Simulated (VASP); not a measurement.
# BAs (Pm-3m) in VASP: notebook

The runs below take BAs through single point, relaxation of cell and atoms, with HF, PBE0, PBEsol-based global hybrid with 25 % exact exchange.

All numbers are computed with VASP 6.6.1; they aren't measurements. Logs are shortened: lines on timing, memory, paths and dates and some standing lists are left out, and cuts for length are marked.

## 1. The cell of the first run

The structure is cubic, space group Pm-3m (No. 221). The conventional cell has a = 2.957 Å, b = 2.957 Å, c = 2.957 Å, α = 90.00°, β = 90.00°, γ = 90.00°. Within 3.4 Å of B (site symmetry m-3m) lie 8 As at 2.56 Å and 6 B at 2.96 Å. Within 3.4 Å of As (site symmetry m-3m) lie 8 B at 2.56 Å and 6 As at 2.96 Å.

## 2. Single point, HF

File POSCAR:

```
BAs
1.0
    2.9570103300      0.0000000000      0.0000000000
    0.0000000000      2.9570103300      0.0000000000
    0.0000000000      0.0000000000      2.9570103300
B As
1 1
Direct
    0.5000000000      0.5000000000      0.5000000000
    0.0000000000      0.0000000000      0.0000000000
```

File INCAR.step1:

```
SYSTEM = BAs
  ALGO = Normal
  EDIFF = 1E-5
  ENCUT = 520
  GGA = PE
  ISIF = 2
  ISMEAR = -1
  LASPH = .TRUE.
  LCHARG = .FALSE.
  LREAL = .FALSE.
  LWAVE = .TRUE.
  NBANDS = 11
  NELM = 60
  PREC = Accurate
  SIGMA = 0.05
```

File INCAR.step2:

```
SYSTEM = BAs
  AEXX = 1.0
  AGGAC = 0.0
  ALDAC = 0.0
  ALGO = Normal
  EDIFF = 1E-7
  ENCUT = 520
  GGA = PE
  ISIF = 2
  ISMEAR = -1
  ISTART = 1
  LASPH = .TRUE.
  LCHARG = .FALSE.
  LHFCALC = .TRUE.
  LREAL = .FALSE.
  LWAVE = .FALSE.
  NBANDS = 11
  NELM = 60
  PREC = Accurate
  PRECFOCK = Normal
  SIGMA = 0.05
```

File KPOINTS:

```
k-points
0
G
  5 5 5
  0 0 0
```

Potentials or basis: VASP PAW PBE potentials, release 64 (B, As).

Run with:

```
$ cat potpaw_PBE.64/B/POTCAR potpaw_PBE.64/As/POTCAR > POTCAR
$ cp INCAR.step1 INCAR
$ mpirun -np 1 vasp_std > vasp.out
$ cp INCAR.step2 INCAR
$ mpirun -np 1 vasp_std > vasp.out
```

OUTCAR:

```text
SYSTEM = BAs
   AEXX = 1.0
   EDIFF = 1E-7
   ENCUT = 520
   GGA = PE
   ISIF = 2
   ISMEAR = -1
   ISTART = 1
   LASPH = .TRUE.
   LHFCALC = .TRUE.
   LREAL = .FALSE.
   NELM = 60
   PREC = Accurate
   PRECFOCK = Normal

 ion  position               nearest neighbor table
   1  0.500  0.500  0.500-
   2  0.000  0.000  0.000-

  LATTYP: Found a simple cubic cell.
 ALAT       =     2.9570103300

  Lattice vectors:

 A1 = (   2.9570103300,   0.0000000000,   0.0000000000)
 A2 = (   0.0000000000,   2.9570103300,   0.0000000000)
 A3 = (   0.0000000000,   0.0000000000,   2.9570103300)

Analysis of symmetry for initial positions (statically):
=====================================================================
 Subroutine PRICEL returns:
 Original cell was already a primitive cell.

 Routine SETGRP: Setting up the symmetry group for a
 simple cubic supercell.

 Subroutine GETGRP returns: Found 48 space group operations
 (whereof 48 operations were pure point group operations)
 out of a pool of 48 trial point group operations.

The static configuration has the point symmetry O_h .

Analysis of symmetry for dynamics (positions and initial velocities):
=====================================================================
 Subroutine PRICEL returns:
 Original cell was already a primitive cell.

 Routine SETGRP: Setting up the symmetry group for a
 simple cubic supercell.

 Subroutine GETGRP returns: Found 48 space group operations
 (whereof 48 operations were pure point group operations)
 out of a pool of 48 trial point group operations.

The dynamic configuration has the point symmetry O_h .

 Subroutine INISYM returns: Found 48 space group operations
 (whereof 48 operations are pure point group operations),
 and found     1 'primitive' translations

----------------------------------------------------------------------------------------

                                     Primitive cell

  volume of cell :      25.8558

  direct lattice vectors                    reciprocal lattice vectors
     2.957010330  0.000000000  0.000000000     0.338179407  0.000000000  0.000000000
     0.000000000  2.957010330  0.000000000     0.000000000  0.338179407  0.000000000
     0.000000000  0.000000000  2.957010330     0.000000000  0.000000000  0.338179407

  length of vectors
     2.957010330  2.957010330  2.957010330     0.338179407  0.338179407  0.338179407

  position of ions in fractional coordinates (direct lattice)
     0.500000000  0.500000000  0.500000000
     0.000000000  0.000000000  0.000000000

  ion indices of the primitive-cell ions
   primitive index   ion index
                 1           1
                 2           2

----------------------------------------------------------------------------------------

 KPOINTS: k-points

Automatic generation of k-mesh.
 Grid dimensions read from file:
 generate k-points for:    5    5    5

 Generating k-lattice:

  Cartesian coordinates                     Fractional coordinates (reciprocal lattice)
     0.067635881  0.000000000  0.000000000     0.200000000  0.000000000  0.000000000
     0.000000000  0.067635881  0.000000000     0.000000000  0.200000000  0.000000000
     0.000000000  0.000000000  0.067635881     0.000000000  0.000000000  0.200000000

  Length of vectors
     0.067635881  0.067635881  0.067635881

  Shift w.r.t. Gamma in fractional coordinates (k-lattice)
     0.000000000  0.000000000  0.000000000

 Subroutine IBZKPT returns following result:
 ===========================================

 Found     10 irreducible k-points:

 Following reciprocal coordinates:
            Coordinates               Weight
  0.000000  0.000000  0.000000      1.000000
  0.200000  0.000000  0.000000      6.000000
  0.400000  0.000000  0.000000      6.000000
  0.200000  0.200000  0.000000     12.000000
  0.400000  0.200000  0.000000     24.000000
  0.400000  0.400000  0.000000     12.000000
  0.200000  0.200000  0.200000      8.000000
  0.400000  0.200000  0.200000     24.000000
  0.400000  0.400000  0.200000     24.000000
  0.400000  0.400000  0.400000      8.000000
   k-points           NKPTS =     10   k-points in BZ     NKDIM =    125   number of bands    NBANDS=     11
   number of dos      NEDOS =    301   number of ions     NIONS =      2
   total plane-waves  NPLWV =  13824
   dimension x,y,z NGX =    24 NGY =   24 NGZ =   24
   dimension x,y,z NGXF=    48 NGYF=   48 NGZF=   48
   ions per type =               1   1
   NGX,Y,Z   is equivalent  to a cutoff of  13.49, 13.49, 13.49 a.u.
   NGXF,Y,Z  is equivalent  to a cutoff of  26.99, 26.99, 26.99 a.u.
 SYSTEM =  BAs
   PREC   = accura    normal or accurate (medium, high low for compatibility)
   ISTART =      1    job   : 0-new  1-cont  2-samecut
   ICHARG =      0    charge: 1-file 2-atom 10-const
   ISPIN  =      1    spin polarized calculation?
   LNONCOLLINEAR =      F non collinear calculations
   LSORBIT =      F    spin-orbit coupling
   LASPH  =      T    aspherical Exc in radial PAW
   ENCUT  =  520.0 eV  38.22 Ry    6.18 a.u.   5.50  5.50  5.50*2*pi/ulx,y,z
   NELM   =     60;   NELMIN=  2; NELMDL=  0     # of ELM steps
   EDIFF  = 0.1E-06   stopping-criterion for ELM
   LREAL  =      F    real-space projection
   EDIFFG = 0.1E-05   stopping-criterion for IOM
   NSW    =      0    number of steps for IOM
   IBRION =     -1    ionic relax: 0-MD 1-quasi-New 2-CG
   NFREE  =      0    steps in history (QN), initial steepest desc. (CG)
   ISIF   =      2    stress and relaxation
   ISYM   =      3    0-nonsym 1-usesym 2-fastsym
   POTIM  = 0.5000    time-step for ionic-motion
   TEBEG  =    0.0;   TEEND  =   0.0 temperature during run
   PSTRESS=    0.0 pullay stress
   NELECT =       8.0000    total number of electrons
   NUPDOWN=      -1.0000    fix difference up-down
   EMIN   =  10.00;   EMAX   =-10.00  energy-range for DOS
   EFERMI =   0.00;   METHOD = LEGACY
   ISMEAR =    -1;   SIGMA  =   0.05  broadening in eV -4-tet -1-fermi 0-gaus
   EFERMI_NEDOS =   21; number of points for ismear=-14 and -15
   IALGO  =     38    algorithm
   IMIX   =      1    mixing-type and parameters
     AMIX     =   0.40;   BMIX     =  1.00
     AMIX_MAG =   1.60;   BMIX_MAG =  1.00
  volume/ion in A,a.u.               =      12.93        87.24
  Fermi-wavevector in a.u.,A,eV,Ry     =   1.107266  2.092429 16.681261  1.226038
  Thomas-Fermi vector in A             =   2.243778
   LORBIT       =      0    0 simple, 1 ext, 2 COOP (PROOUT), +10 PAW based schemes
   GGA     = PE    functional components
   LHFCALC =     T    Hartree Fock is set to
   PRECFOCK=normal    Normal, Fast or Accurate (Low or Medium for compatibility)
   ENCUT4O =  -1.0   cutoff for four orbital integrals eV
   NKREDX  =     1    reduce k-point grid by
   NKREDY  =     1    reduce k-point grid by
   NKREDZ  =     1    reduce k-point grid by
   AEXX    =    1.0000 exact exchange contribution
   HFSCREEN=    0.0000 screening length (either q_TF or 0.3 A-1)
   HFSCREENC=   0.0000 screening length for correlation (either q_TF or 0.3 A-1)
   ENCUTFOCK=  -1.0 apply spherical cutoff to Coloumb kernel
   IVDW    =     0    specifies the selected vdW correction
   LEPSILON=     F    determine dielectric tensor
   LRPA    =     F    only Hartree local field effects (RPA)
 non-spin polarized calculation
  energy-cutoff  :      520.00
  volume of cell :       25.86
 maximum number of plane-waves:       739
 NGX is ok and might be reduce to    24
  NGX = 18; NGY = 18; NGZ = 18

 number of electron       7.9999999 magnetization

 Free energy of the ion-electron system (eV)
  ---------------------------------------------------
  ext. energy  EPLUGINS =         0.00000000
  ---------------------------------------------------
  free energy    TOTEN  =       -13.92693925 eV

  energy without entropy =      -13.92361228  energy(sigma->0) =      -13.92527577

 E-fermi :   7.2494     XC(G=0):   0.0000

 val. band max:        7.0925772595   @ k =   0.4000   0.4000   0.2000
 cond. band min:      10.0533585044   @ k =   0.2000   0.2000   0.0000
 fundamental gap:      2.9607812449
 Fermi energy:         7.2493617935

 k-point     1 :       0.0000    0.0000    0.0000
  band No.  band energies     occupation
      1     -16.6607      2.00000
      2       5.2274      2.00000
      3       5.2274      2.00000
      4       5.2274      2.00000
      5       6.7503      1.99991
      6      17.3870      0.00000
      7      17.3870      0.00000
      8      23.5950      0.00000
      9      23.5950      0.00000
     10      23.5950      0.00000
     11      32.7175      0.00000

 k-point     2 :       0.2000    0.0000    0.0000
  band No.  band energies     occupation
      1     -15.7749      2.00000
      2      -1.3115      2.00000
      3       6.6442      1.99999
      4       6.6442      1.99999
      5      11.8510      0.00000
      6      18.1537      0.00000
      7      21.2261      0.00000
      8      21.3953      0.00000
      9      21.3953      0.00000
     10      22.9473      0.00000
     11      30.3071      0.00000

 k-point     3 :       0.4000    0.0000    0.0000
  band No.  band energies     occupation
      1     -13.2766      2.00000
      2      -7.6012      2.00000
      3      12.2373      0.00000
      4      12.2373      0.00000
      5      14.3057      0.00000
      6      16.8786      0.00000
      7      16.8786      0.00000
      8      17.8628      0.00000
      9      20.3805      0.00000
     10      25.1444      0.00000
     11      30.7468      0.00000
[... 71 lines left out ...]
 k-point     9 :       0.4000    0.4000    0.2000
  band No.  band energies     occupation
      1      -8.9368      2.00000
      2      -3.5280      2.00000
      3      -2.1123      2.00000
      4       2.5914      2.00000
      5       7.0926      1.91668
      6      13.2869      0.00000
      7      15.5590      0.00000
      8      18.2181      0.00000
      9      28.1485      0.00000
     10      30.2405      0.00000
     11      30.3564      0.00000

 k-point    10 :       0.4000    0.4000    0.4000
  band No.  band energies     occupation
      1      -6.4959      2.00000
      2      -1.4182      2.00000
      3       0.8559      2.00000
      4       0.8559      2.00000
      5       3.6535      2.00000
      6       6.6362      1.99999
      7       6.6362      1.99999
      8      12.7756      0.00000
      9      32.2994      0.00000
     10      33.5060      0.00000
     11      33.5060      0.00000

------------------------ aborting loop because EDIFF is reached ----------------------------------------

  FORCE on cell =-STRESS in cart. coord.  units (eV):
  Direction    XX          YY          ZZ          XY          YZ          ZX
  --------------------------------------------------------------------------------------
  -------------------------------------------------------------------------------------
  Total       -0.3433154     -0.3433154     -0.3433154     -0.0000000     -0.0000000      0.0000000
  in kB      -21.2738152    -21.2738152    -21.2738152     -0.0000000     -0.0000000      0.0000000
  external PRESSURE =     -21.2738152 kB  Pullay stress =       0.0000000 kB

 VOLUME and BASIS-vectors are now :
 -----------------------------------------------------------------------------
  energy-cutoff  :      520.00
  volume of cell :       25.86
      direct lattice vectors                 reciprocal lattice vectors
     2.957010330  0.000000000  0.000000000     0.338179407  0.000000000  0.000000000
     0.000000000  2.957010330  0.000000000     0.000000000  0.338179407  0.000000000
     0.000000000  0.000000000  2.957010330     0.000000000  0.000000000  0.338179407

 POSITION                                       TOTAL-FORCE (eV/Angst)
 -----------------------------------------------------------------------------------
      1.47851      1.47851      1.47851         0.000000      0.000000      0.000000
      0.00000      0.00000      0.00000         0.000000      0.000000      0.000000
 -----------------------------------------------------------------------------------
    total drift:                                0.000000     -0.000000      0.000000

  FREE ENERGIE OF THE ION-ELECTRON SYSTEM (eV)
  ---------------------------------------------------
  free  energy   TOTEN  =       -13.9269392535 eV

  energy  without entropy=      -13.9236122811  energy(sigma->0) =      -13.92527577
```

Run time: 5.5 min. Hardware: 1 thread of Intel Xeon Platinum 8488C (Sapphire Rapids), shared host; peak memory 0.14 GiB.

Results:

```
Free energy            : -13.9269 eV
Pressure               : -2.1 GPa
Band gap on the k mesh : zero (bands 4 and 5 overlap by 8.58 eV)
```

Caveat: the k points lie up to 0.42 Å⁻¹ apart, too coarse for converged energies and pressures of a metal; the PAW data sets were made with another functional, which shifts forces and pressure a little.

## 3. Relaxation of cell and atoms, PBE0

POSCAR is that of step 2.

File INCAR.step1:

```
PREC = Accurate
ENCUT = 600
EDIFF = 1E-5
ISMEAR = -1
SIGMA = 0.05
LREAL = False
LASPH = True
NELM = 80
ALGO = Normal
LWAVE = True
LCHARG = False
GGA = PE
NBANDS = 11
```

File INCAR.step2:

```
PREC = Accurate
ENCUT = 600
EDIFF = 1E-6
ISMEAR = -1
SIGMA = 0.05
LREAL = False
LASPH = True
NELM = 80
ALGO = Normal
ISIF = 3
LWAVE = False
LCHARG = False
GGA = PE
LHFCALC = True
AEXX = 0.25
PRECFOCK = Normal
IBRION = 2
NSW = 60
EDIFFG = -0.01
ISTART = 1
```

File KPOINTS:

```
Automatic mesh
0
Gamma
  5 5 5
```

Potentials or basis: VASP PAW PBE potentials, release 64 (B, As).

Run with:

```
$ cat potpaw_PBE.64/B/POTCAR potpaw_PBE.64/As/POTCAR > POTCAR
$ cp INCAR.step1 INCAR
$ mpirun -np 1 vasp_std > vasp.out
$ cp INCAR.step2 INCAR
$ mpirun -np 1 vasp_std > vasp.out
```

It took 7.8 min on 1 thread of Intel Xeon Platinum 8488C (Sapphire Rapids), shared host; peak memory 0.15 GiB.

It converged, with:

```yaml
Free_energy: -10.5959 eV
Relaxed_volume: 11.84 Å³/atom
Relaxed_cell: a = 2.872 Å, b = 2.872 Å, c = 2.872 Å, α = 90.00°, β = 90.00°, γ = 90.00°
Space_group_after_relaxing_to_0.1_Å: Pm-3m (No. 221)
Energy_gained_by_relaxing: 35.8 meV/atom
Ionic_steps: 3
Pressure_after_relaxing: 0.0 GPa
Band_gap_on_the_k_mesh: zero (bands 4 and 5 overlap by 4.74 eV)
```

The path:
| step | energy change (eV) | largest force (eV/Å) | pressure (GPa) | volume (Å³) |
| --- | --- | --- | --- | --- |
| 1 | 0.0000 | 0.0000 | -9.57 | 25.86 |
| 2 | -0.0640 | 0.0000 | 4.04 | 23.07 |
| 3 | -0.0717 | 0.0000 | 0.03 | 23.69 |

Final structure:
```xyz
2
Lattice="2.8720 0.0000 0.0000 0.0000 2.8720 0.0000 0.0000 0.0000 2.8720" Properties=species:S:1:pos:R:3 pbc="T T T"
B     1.4360    1.4360    1.4360
As    0.0000    0.0000    0.0000
```

Levels at points of the mesh, in eV from the Fermi level:
```
           k point  band 1  band 2  band 3  band 4  band 5  band 6  band 7  band 8
(0.00, 0.00, 0.00)  -19.06   -1.77   -1.77   -1.77    0.61    6.10    6.10   11.38
```

Caveat: the k points lie up to 0.44 Å⁻¹ apart in the final cell, too coarse for converged energies and pressures of a metal; the PAW data sets were made with another functional, which shifts forces and pressure a little.

## 4. Relaxation of cell and atoms, PBEsol-based global hybrid with 25 % exact exchange

POSCAR is that of step 3.

File INCAR.step1:

```
SYSTEM = BAs
  PREC = Accurate
  ENCUT = 600
  EDIFF = 1E-5
  ISMEAR = -1
  SIGMA = 0.05
  LREAL = .False.
  LASPH = .True.
  NELM = 60
  ALGO = Normal
  LWAVE = .True.
  LCHARG = .False.
  GGA = PE
  NBANDS = 11
```

File INCAR.step2:

```
SYSTEM = BAs
  PREC = Accurate
  ENCUT = 600
  EDIFF = 1E-7
  ISMEAR = -1
  SIGMA = 0.05
  LREAL = .False.
  LASPH = .True.
  NELM = 60
  ALGO = Normal
  ISIF = 3
  LWAVE = .False.
  LCHARG = .False.
  GGA = PS
  LHFCALC = .True.
  AEXX = 0.25
  PRECFOCK = Normal
  IBRION = 2
  NSW = 60
  EDIFFG = -0.01
  ISTART = 1
```

File KPOINTS:

```
Automatic mesh
0
Gamma
  5 5 5
  0 0 0
```

Run with:

```
$ cat potpaw_PBE.64/B/POTCAR potpaw_PBE.64/As/POTCAR > POTCAR
$ cp INCAR.step1 INCAR
$ mpirun -np 1 vasp_std > vasp.out
$ cp INCAR.step2 INCAR
$ mpirun -np 1 vasp_std > vasp.out
```

Run time: 8 min. Hardware: 1 thread of Intel Xeon Platinum 8488C (Sapphire Rapids), shared host; peak memory 0.16 GiB.

Results (log left out):

- Free energy: -11.2310 eV
- Relaxed volume: 11.66 Å³/atom
- Relaxed cell: a = 2.857 Å, b = 2.857 Å, c = 2.857 Å, α = 90.00°, β = 90.00°, γ = 90.00°
- Space group after relaxing (to 0.1 Å): Pm-3m (No. 221)
- Energy gained by relaxing: 52.2 meV/atom
- Ionic steps: 3
- Pressure after relaxing: 0.1 GPa
- Band gap on the k mesh: zero (bands 4 and 5 overlap by 4.70 eV)

Step by step:
```csv
step,energy change (eV),largest force (eV/Å),pressure (GPa),volume (Å³)
1,0.0000,0.0000,-11.65,25.86
2,-0.0893,0.0000,5.97,22.49
3,-0.1043,0.0000,0.10,23.31
```

Final structure:
```
B As
1.0
     2.85670    0.00000    0.00000
     0.00000    2.85670    0.00000
     0.00000    0.00000    2.85670
B As
1 1
Direct
  0.50000 0.50000 0.50000
  0.00000 0.00000 0.00000
```

Levels at points of the mesh, in eV from the Fermi level:
```tsv
k point	band 1	band 2	band 3	band 4	band 5	band 6	band 7	band 8
(0.00, 0.00, 0.00)	-19.24	-1.80	-1.80	-1.80	0.81	6.09	6.09	11.56
```

Caveat: the k points lie up to 0.44 Å⁻¹ apart in the final cell, too coarse for converged energies and pressures of a metal; the PAW data sets were made with another functional, which shifts forces and pressure a little.

## 5. Summary

```csv
task,level,cell,cutoff (eV),share of exact exchange,gap on the mesh (eV),pressure (GPa),relaxed volume (Å³/atom)
single point,HF,as given,520,1,none,-2.1,-
relaxation of cell and atoms,PBE0,relaxed,600,0.25,none,0.0,11.84
relaxation of cell and atoms,PBEsol-based global hybrid with 25 % exact exchange,relaxed,600,0.25,none,0.1,11.66
```

Alike in all rows: potentials or basis VASP PAW PBE potentials, release 64 (B, As); no spin polarisation; k mesh 5 × 5 × 5; smearing fermi-dirac 0.05 eV.

Caveats: all runs use coarse meshes; the PAW data sets were made with another functional, which shifts forces and pressure a little.

Absolute energies hang on the potentials; compare differences alone.
